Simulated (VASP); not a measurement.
# MgI2 (P-3m1) in VASP: a series of runs

Runs on MgI2. Level: PBEsol. Tasks: single point.

Everything below comes from runs of VASP 6.6.1. Logs are shortened: lines on timing, memory, paths and dates and some standing lists are left out, and cuts for length are marked.

## 1. The cell of the first run

It takes space group P-3m1 (No. 164, trigonal). Conventional cell: a = 4.167 Å, b = 4.167 Å, c = 6.885 Å, α = 90.00°, β = 90.00°, γ = 120.00°. Mg (site symmetry -3m) has 6 I at 2.93 Å within 3.9 Å. Within 3.9 Å of I (site symmetry 3m) lie 3 Mg at 2.93 Å.

## 2. Single point, PBEsol (volume scaled by 1.01)

The input, INCAR:

```
PREC     = Accurate       # precision mode
ENCUT    = 520            # plane-wave cutoff, eV
EDIFF    = 1E-6           # SCF threshold, eV
ISMEAR   = -1             # smearing method
SIGMA    = 0.03           # smearing width, eV
LREAL    = F              # projectors in reciprocal space
LASPH    = T              # aspherical terms in the spheres
NELM     = 60             # most SCF steps
ALGO     = Normal         # electronic algorithm
ISIF     = 2              # what is computed and relaxed
LWAVE    = F              # write WAVECAR
LCHARG   = F              # write CHGCAR
GGA      = PS             # functional
NBANDS   = 15             # bands
```

The input, KPOINTS:

```
regular mesh
0
Gamma
  7 7 4
```

The input, POSCAR:

```
MgI2
1.0
    4.1674998910      0.0000000000      0.0000000000
   -2.0837499455      3.6091607758      0.0000000000
    0.0000000000      0.0000000000      6.8847975097
Mg I
1 2
Direct
    0.0000000000      0.0000000000      0.0000000000
    0.3333333333      0.6666666667      0.7576300000
    0.6666666667      0.3333333333      0.2423700000
```

Potentials or basis: VASP PAW PBE potentials, release 64 (Mg, I).

Launch:

```bash
cat potpaw_PBE.64/Mg/POTCAR potpaw_PBE.64/I/POTCAR > POTCAR
mpirun -np 1 vasp_std > vasp.out
```

OUTCAR:

```text
PREC = Accurate
   ENCUT = 520
   EDIFF = 1E-6
   ISMEAR = -1
   LREAL = F
   LASPH = T
   NELM = 60
   ISIF = 2
   GGA = PS

 ion  position               nearest neighbor table
   1  0.000  0.000  0.000-   2 2.93   3 2.93   2 2.93   3 2.93   3 2.93   2 2.93
   2  0.333  0.667  0.758-   1 2.93   1 2.93   1 2.93
   3  0.667  0.333  0.242-   1 2.93   1 2.93   1 2.93

  LATTYP: Found a hexagonal cell.
 ALAT       =     4.1674998910
 C/A-ratio  =     1.6520210413

  Lattice vectors:

 A1 = (   4.1674998910,   0.0000000000,   0.0000000000)
 A2 = (  -2.0837499455,   3.6091607758,   0.0000000000)
 A3 = (   0.0000000000,   0.0000000000,   6.8847975097)

Analysis of symmetry for initial positions (statically):
=====================================================================
 Subroutine PRICEL returns:
 Original cell was already a primitive cell.

 Routine SETGRP: Setting up the symmetry group for a
 hexagonal supercell.

 Subroutine GETGRP returns: Found 12 space group operations
 (whereof 12 operations were pure point group operations)
 out of a pool of 24 trial point group operations.

The static configuration has the point symmetry D_3d.

Analysis of symmetry for dynamics (positions and initial velocities):
=====================================================================
 Subroutine PRICEL returns:
 Original cell was already a primitive cell.

 Routine SETGRP: Setting up the symmetry group for a
 hexagonal supercell.

 Subroutine GETGRP returns: Found 12 space group operations
 (whereof 12 operations were pure point group operations)
 out of a pool of 24 trial point group operations.

The dynamic configuration has the point symmetry D_3d.

 Subroutine INISYM returns: Found 12 space group operations
 (whereof 12 operations are pure point group operations),
 and found     1 'primitive' translations

----------------------------------------------------------------------------------------

                                     Primitive cell

  volume of cell :     103.5555

  direct lattice vectors                    reciprocal lattice vectors
     4.167499891  0.000000000  0.000000000     0.239952016  0.138536361  0.000000000
    -2.083749946  3.609160776  0.000000000     0.000000000  0.277072722  0.000000000
     0.000000000  0.000000000  6.884797510     0.000000000  0.000000000  0.145247554

  length of vectors
     4.167499891  4.167499891  6.884797510     0.277072722  0.277072722  0.145247554

  position of ions in fractional coordinates (direct lattice)
     0.000000000  0.000000000  0.000000000
     0.333333333  0.666666667  0.757630000
     0.666666667  0.333333333  0.242370000

  ion indices of the primitive-cell ions
   primitive index   ion index
                 1           1
                 2           2
                 3           3

----------------------------------------------------------------------------------------

 KPOINTS: regular mesh

Automatic generation of k-mesh.
 Grid dimensions read from file:
 generate k-points for:    7    7    4

 Generating k-lattice:

  Cartesian coordinates                     Fractional coordinates (reciprocal lattice)
     0.034278859  0.019790909  0.000000000     0.142857143  0.000000000  0.000000000
     0.000000000  0.039581817  0.000000000     0.000000000  0.142857143  0.000000000
     0.000000000  0.000000000  0.036311889     0.000000000  0.000000000  0.250000000

  Length of vectors
     0.039581817  0.039581817  0.036311889

  Shift w.r.t. Gamma in fractional coordinates (k-lattice)
     0.000000000  0.000000000  0.000000000

 Subroutine IBZKPT returns following result:
 ===========================================

 Found     28 irreducible k-points:

 Following reciprocal coordinates:
            Coordinates               Weight
  0.000000  0.000000  0.000000      1.000000
  0.142857  0.000000  0.000000      6.000000
  0.285714  0.000000  0.000000      6.000000
  0.428571  0.000000  0.000000      6.000000
  0.142857  0.142857  0.000000      6.000000
  0.285714  0.142857  0.000000     12.000000
[... 16 lines left out ...]
  0.285714  0.000000  0.500000      6.000000
  0.428571  0.000000  0.500000      6.000000
 [... further k-points ...]
   k-points           NKPTS =     28   k-points in BZ     NKDIM =     28   number of bands    NBANDS=     15
   number of dos      NEDOS =    301   number of ions     NIONS =      3
   total plane-waves  NPLWV =  55296
   dimension x,y,z NGX =    32 NGY =   32 NGZ =   54
   dimension x,y,z NGXF=    64 NGYF=   64 NGZF=  108
   ions per type =               1   2
   NGX,Y,Z   is equivalent  to a cutoff of  12.77, 12.77, 13.04 a.u.
   NGXF,Y,Z  is equivalent  to a cutoff of  25.53, 25.53, 26.08 a.u.
 SYSTEM =  unknown system
   PREC   = accura    normal or accurate (medium, high low for compatibility)
   ISTART =      0    job   : 0-new  1-cont  2-samecut
   ICHARG =      2    charge: 1-file 2-atom 10-const
   ISPIN  =      1    spin polarized calculation?
[... 67 lines left out ...]
      6       2.0511      2.00000
      7       2.0511      2.00000
      8       2.1423      2.00000
      9       5.6724      0.00000
     10       6.7629      0.00000
     11       8.7520      0.00000
     12       8.7520      0.00000
     13       9.5366      0.00000
     14      10.2090      0.00000
     15      10.2090      0.00000

 k-point     2 :       0.1429    0.0000    0.0000
  band No.  band energies     occupation
      1      -9.8439      2.00000
      2      -9.1936      2.00000
      3      -1.2584      2.00000
      4       0.8938      2.00000
      5       1.3706      2.00000
      6       1.4275      2.00000
      7       2.0176      2.00000
      8       2.0710      2.00000
      9       6.4345      0.00000
     10       7.3870      0.00000
     11       8.1451      0.00000
     12       9.0468      0.00000
     13       9.4044      0.00000
     14      10.0832      0.00000
     15      10.5079      0.00000

 k-point     3 :       0.2857    0.0000    0.0000
  band No.  band energies     occupation
      1      -9.5795      2.00000
      2      -9.0841      2.00000
      3      -0.9851      2.00000
      4      -0.2845      2.00000
      5       0.3751      2.00000
      6       1.0307      2.00000
      7       1.8001      2.00000
      8       1.8500      2.00000
      9       6.3574      0.00000
     10       7.4857      0.00000
     11       8.2110      0.00000
     12       9.2094      0.00000
     13       9.3929      0.00000
     14      10.3172      0.00000
     15      10.9352      0.00000

 k-point     4 :       0.4286    0.0000    0.0000
  band No.  band energies     occupation
      1      -9.3019      2.00000
      2      -9.0340      2.00000
      3      -1.3682      2.00000
      4      -0.6272      2.00000
      5       0.1822      2.00000
      6       0.7771      2.00000
      7       1.3440      2.00000
      8       1.6974      2.00000
      9       5.7771      0.00000
     10       7.3701      0.00000
     11       7.6307      0.00000
     12       9.0414      0.00000
     13       9.9806      0.00000
     14      11.0941      0.00000
     15      11.7998      0.00000
[... 307 lines left out ...]
 k-point    22 :       0.1429    0.0000    0.5000
  band No.  band energies     occupation
      1      -9.7007      2.00000
      2      -9.3746      2.00000
      3      -0.5913      2.00000
      4       0.5254      2.00000
      5       1.2828      2.00000
      6       1.4747      2.00000
      7       1.5526      2.00000
      8       1.8693      2.00000
      9       6.8298      0.00000
     10       7.5701      0.00000
     11       8.5029      0.00000
     12       8.9584      0.00000
     13       9.0225      0.00000
     14       9.9580      0.00000
     15      10.3250      0.00000

 k-point    23 :       0.2857    0.0000    0.5000
  band No.  band energies     occupation
      1      -9.4637      2.00000
      2      -9.2200      2.00000
      3      -0.9157      2.00000
      4      -0.3534      2.00000
      5       0.9509      2.00000
      6       1.1866      2.00000
      7       1.2181      2.00000
      8       1.6410      2.00000
      9       6.2015      0.00000
     10       7.5472      0.00000
     11       8.4109      0.00000
     12       8.9918      0.00000
     13       9.5968      0.00000
     14      10.6213      0.00000
     15      11.0077      0.00000

 k-point    24 :       0.4286    0.0000    0.5000
  band No.  band energies     occupation
      1      -9.2310      2.00000
      2      -9.1067      2.00000
      3      -1.4671      2.00000
      4      -0.9839      2.00000
      5       0.9462      2.00000
      6       0.9773      2.00000
      7       1.3211      2.00000
      8       1.4594      2.00000
      9       5.6764      0.00000
     10       7.2286      0.00000
     11       7.8674      0.00000
     12       8.2256      0.00000
     13       9.7766      0.00000
     14      11.8364      0.00000
     15      12.0769      0.00000

 [... further k-points ...]

------------------------ aborting loop because EDIFF is reached ----------------------------------------

  FORCE on cell =-STRESS in cart. coord.  units (eV):
  Direction    XX          YY          ZZ          XY          YZ          ZX
  --------------------------------------------------------------------------------------
  -------------------------------------------------------------------------------------
  Total       -0.4152818     -0.4152818     -0.1519082      0.0000000      0.0000000      0.0000000
  in kB       -6.4251093     -6.4251093     -2.3502750      0.0000000      0.0000000      0.0000000
  external PRESSURE =      -5.0668312 kB  Pullay stress =       0.0000000 kB

 VOLUME and BASIS-vectors are now :
 -----------------------------------------------------------------------------
  energy-cutoff  :      520.00
  volume of cell :      103.56
      direct lattice vectors                 reciprocal lattice vectors
     4.167499891  0.000000000  0.000000000     0.239952016  0.138536361  0.000000000
    -2.083749946  3.609160776  0.000000000     0.000000000  0.277072722  0.000000000
     0.000000000  0.000000000  6.884797510     0.000000000  0.000000000  0.145247554

 POSITION                                       TOTAL-FORCE (eV/Angst)
 -----------------------------------------------------------------------------------
      0.00000      0.00000      0.00000         0.000000      0.000000      0.000000
     -0.00000      2.40611      5.21613         0.000000     -0.000000      0.085866
      2.08375      1.20305      1.66867        -0.000000      0.000000     -0.085866
 -----------------------------------------------------------------------------------
    total drift:                               -0.000000      0.000000     -0.000000

  FREE ENERGIE OF THE ION-ELECTRON SYSTEM (eV)
  ---------------------------------------------------
  free  energy   TOTEN  =        -8.4179757733 eV

  energy  without entropy=       -8.4179757732  energy(sigma->0) =       -8.41797577
```

Wall time 15 s (1 thread of Intel Xeon 6975P-C (Granite Rapids), shared host); peak memory 0.24 GiB.

Results:

| Item | Value |
| --- | --- |
| Free energy | -8.4180 eV |
| Pressure | -0.5 GPa |
| Largest force | 0.086 eV/Å |
| Band gap on the k mesh | 3.46 eV, indirect (least direct gap 3.53 eV) |

Forces on the atoms (eV/Å):
```
Mg   0.000  0.000  0.000
I    0.000  0.000  0.086
I    0.000  0.000 -0.086
```

Caveat: the PAW data sets were made with another functional, which shifts forces and pressure a little; spin-orbit coupling is left out, which moves the levels of the heavy elements; this functional lacks dispersion, which binds the layers, so the pressure and a relaxed spacing across them are unreliable. A k mesh can miss the band edges.

## 3. Single point, PBEsol (volume scaled by 1.04)

The input, INCAR:

```
ALGO = Normal
EDIFF = 1E-7
ENCUT = 520
GGA = PS
ISIF = 2
ISMEAR = -1
LASPH = T
LCHARG = F
LREAL = F
LWAVE = F
NBANDS = 15
NELM = 100
PREC = Accurate
SIGMA = 0.03
```

The input, KPOINTS:

```
k-points
0
Gamma
  7 7 4
```

The input, POSCAR:

```
MgI2
1.0
    4.2083603386      0.0000000000      0.0000000000
   -2.1041801693      3.6445469615      0.0000000000
    0.0000000000      0.0000000000      6.9522998290
Mg I
1 2
Direct
    0.0000000000      0.0000000000      0.0000000000
    0.3333333333      0.6666666667      0.7576300000
    0.6666666667      0.3333333333      0.2423700000
```

Potentials or basis: VASP PAW PBE potentials, release 64 (Mg, I).

Launch:

```bash
cat potpaw_PBE.64/Mg/POTCAR potpaw_PBE.64/I/POTCAR > POTCAR
mpirun -np 1 vasp_std > vasp.out
```

Wall time 18 s (1 thread of Intel Xeon 6975P-C (Granite Rapids), shared host); peak memory 0.23 GiB.

Results (log left out):

| Quantity | Value |
| --- | --- |
| Free energy | -8.4007 eV |
| Pressure | -1.3 GPa |
| Largest force | 0.217 eV/Å |
| Band gap on the k mesh | 3.42 eV, direct |

Forces on the atoms (eV/Å):
```
Mg   0.000  0.000  0.000
I    0.000  0.000  0.217
I    0.000  0.000 -0.217
```

Stress tensor (GPa, compression positive):
```
-1.43  0.00  0.00
 0.00 -1.43  0.00
 0.00  0.00 -0.99
```

Levels at points of the mesh, in eV from the valence-band top:
```csv
k point,band 5,band 6,band 7,band 8,band 9,band 10,band 11,band 12
"(0.00, 0.00, 0.00)",-0.45,-0.09,-0.09,0.00,3.42,4.62,6.58,6.58
"(0.00, 0.00, 0.50)",-0.35,-0.35,-0.19,-0.19,4.39,4.68,6.41,6.41
```

Caveat: the PAW data sets were made with another functional, which shifts forces and pressure a little; spin-orbit coupling is left out, which moves the levels of the heavy elements; this functional lacks dispersion, which binds the layers, so the pressure and a relaxed spacing across them are unreliable. A k mesh can miss the band edges.

## 4. Single point, PBEsol (volume scaled by 0.96)

The input, INCAR:

```
SYSTEM = MgI2
ALGO = Normal ; EDIFF = 1E-7
ENCUT = 520 ; GGA = PS
ISIF = 2 ; ISMEAR = -1
LASPH = .True. ; LCHARG = .False.
LREAL = .False. ; LWAVE = .False.
NBANDS = 15 ; NELM = 100
PREC = Accurate ; SIGMA = 0.03
```

The input, KPOINTS:

```
k-points
0
Gamma
  7 7 4
  0 0 0
```

The input, POSCAR:

```
MgI2
1.0
    4.0975621570      0.0000000000      0.0000000000
   -2.0487810785      3.5485929215      0.0000000000
    0.0000000000      0.0000000000      6.7692589016
Mg I
1 2
Direct
    0.0000000000      0.0000000000      0.0000000000
    0.3333333333      0.6666666667      0.7576300000
    0.6666666667      0.3333333333      0.2423700000
```

Launch:

```bash
cat potpaw_PBE.64/Mg/POTCAR potpaw_PBE.64/I/POTCAR > POTCAR
mpirun -np 1 vasp_std > vasp.out
```

It took 25 s on 1 thread of Intel Xeon 6975P-C (Granite Rapids), shared host; peak memory 0.22 GiB.

The run converged. Its results:

| Quantity | Value |
| --- | --- |
| Free energy | -8.4091 eV |
| Pressure | 1.1 GPa |
| Largest force | 0.169 eV/Å |
| Band gap on the k mesh | 3.48 eV, indirect (least direct gap 3.74 eV) |

Forces on the atoms (eV/Å):
```
Mg   0.000  0.000  0.000
I    0.000  0.000 -0.169
I    0.000  0.000  0.169
```

Stress tensor (GPa, compression positive):
```
1.01 0.00 0.00
0.00 1.01 0.00
0.00 0.00 1.35
```

Levels at points of the mesh, in eV from the valence-band top:
| k point | band 5 | band 6 | band 7 | band 8 | band 9 | band 10 | band 11 | band 12 |
| --- | --- | --- | --- | --- | --- | --- | --- | --- |
| (0.00, 0.00, 0.00) | -0.52 | -0.10 | -0.10 | 0.00 | 3.74 | 4.62 | 6.65 | 6.65 |
| (0.00, 0.00, 0.50) | -0.41 | -0.41 | -0.21 | -0.21 | 4.72 | 4.75 | 6.46 | 6.46 |

Caveat: the PAW data sets were made with another functional, which shifts forces and pressure a little; spin-orbit coupling is left out, which moves the levels of the heavy elements; this functional lacks dispersion, which binds the layers, so the pressure and a relaxed spacing across them are unreliable.

## 5. Single point, PBEsol (zz strain of -2 %)

The input, INCAR:

```
PREC     = Accurate       # precision mode
ENCUT    = 520            # plane-wave cutoff, eV
EDIFF    = 1E-6           # SCF threshold, eV
ISMEAR   = -1             # smearing method
SIGMA    = 0.03           # smearing width, eV
LREAL    = F              # projectors in reciprocal space
LASPH    = T              # aspherical terms in the spheres
NELM     = 80             # most SCF steps
ALGO     = Normal         # electronic algorithm
ISIF     = 2              # what is computed and relaxed
LWAVE    = F              # write WAVECAR
LCHARG   = F              # write CHGCAR
GGA      = PS             # functional
NBANDS   = 15             # bands
```

The input, KPOINTS:

```
regular mesh
0
Gamma
  7 7 4
```

The input, POSCAR:

```
MgI2
1.0
    4.1537001214      0.0000000000      0.0000000000
   -2.0768500607      3.5972098248      0.0000000000
    0.0000000000      0.0000000000      6.7247600000
Mg I
1 2
Direct
    0.0000000000      0.0000000000      0.0000000000
    0.3333333333      0.6666666667      0.7576300000
    0.6666666667      0.3333333333      0.2423700000
```

Launch:

```bash
cat potpaw_PBE.64/Mg/POTCAR potpaw_PBE.64/I/POTCAR > POTCAR
mpirun -np 1 vasp_std > vasp.out
```

Wall time 18 s (1 thread of Intel Xeon 6975P-C (Granite Rapids), shared host); peak memory 0.23 GiB.

The run converged. Its results:

| Quantity | Value |
| --- | --- |
| Free energy | -8.4133 eV |
| Pressure | 0.4 GPa |
| Largest force | 0.111 eV/Å |
| Band gap on the k mesh | 3.36 eV, indirect (least direct gap 3.52 eV) |

Forces in eV/Å, atoms in the order of the input:
```
Mg   0.000  0.000  0.000
I    0.000  0.000 -0.111
I    0.000  0.000  0.111
```

Stress tensor (GPa, compression positive):
```
0.08 0.00 0.00
0.00 0.08 0.00
0.00 0.00 1.03
```

Levels at points of the mesh, in eV from the valence-band top:
```csv
k point,band 6,band 7,band 8,band 9,band 10,band 11
"(0.00, 0.00, 0.00)",-0.24,-0.24,0.00,3.52,4.45,6.47
"(0.00, 0.00, 0.50)",-0.55,-0.35,-0.35,4.48,4.58,6.26
```

Caveat: the cell differs from its parent crystal (zz strain of -2 %); the PAW data sets were made with another functional, which shifts forces and pressure a little; spin-orbit coupling is left out, which moves the levels of the heavy elements; this functional lacks dispersion, which binds the layers, so the pressure and a relaxed spacing across them are unreliable. A k mesh can miss the band edges.

## 6. The runs side by side

```csv
cell,gap on the mesh (eV),pressure (GPa),largest force (eV/Å)
"a = 4.167, b = 4.167, c = 6.885 Å, angles 90.0, 90.0, 120.0°, 3 atoms",3.46,-0.5,0.09
"a = 4.208, b = 4.208, c = 6.952 Å, angles 90.0, 90.0, 120.0°, 3 atoms",3.42,-1.3,0.22
"a = 4.098, b = 4.098, c = 6.769 Å, angles 90.0, 90.0, 120.0°, 3 atoms",3.48,1.1,0.17
"a = 4.154, b = 4.154, c = 6.725 Å, angles 90.0, 90.0, 120.0°, 3 atoms",3.36,0.4,0.11
```

Alike in all rows: task single point; level PBEsol; potentials or basis VASP PAW PBE potentials, release 64 (Mg, I); no spin polarisation; k mesh 7 × 7 × 4; cutoff (eV) 520; smearing fermi-dirac 0.03 eV.

Caveats: the PAW data sets were made with another functional, which shifts forces and pressure a little; spin-orbit coupling is left out, which moves the levels of the heavy elements; this functional lacks dispersion, which binds the layers, so the pressure and a relaxed spacing across them are unreliable.

Total energies depend on the potentials used, so only differences within one code and one set of settings carry meaning.
